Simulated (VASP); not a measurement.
Input of a VASP 6.6.1 run:

INCAR

```
SYSTEM = Si
PREC = Accurate
ENCUT = 520
EDIFF = 1E-7
ISMEAR = -1
SIGMA = 0.05
LREAL = .False.
LASPH = .True.
NELM = 60
ALGO = Normal
ISIF = 2
LWAVE = .False.
LCHARG = .False.
GGA = PE
NBANDS = 16
```

Contents of KPOINTS:

```
regular mesh
0
Gamma
  8 8 4
  0 0 0
```

Contents of POSCAR:

```
Si
1.0
    3.8817353141      0.0000000000      0.0000000000
   -1.9408676571      3.3616813928      0.0000000000
    0.0000000000      0.0000000000      6.4159555303
Si
4
Direct
    0.6666666667      0.3333333333      0.9369905000
    0.3333333333      0.6666666667      0.4369905000
    0.6666666667      0.3333333333      0.5630095000
    0.3333333333      0.6666666667      0.0630095000
```

Potentials or basis: VASP PAW PBE potentials, release 64 (Si).

Launch:

```bash
$ cat potpaw_PBE.64/Si/POTCAR > POTCAR
$ mpirun -np 1 vasp_std > vasp.out
```

Problem. Estimate the largest force.

Solution. 0.023 eV/Å.

Problem. Estimate the pressure.

Solution. -2.1 GPa.

Forces on the atoms (eV/Å):
```
Si   0.000  0.000  0.023
Si   0.000  0.000  0.023
Si   0.000  0.000 -0.023
Si   0.000  0.000 -0.023
```
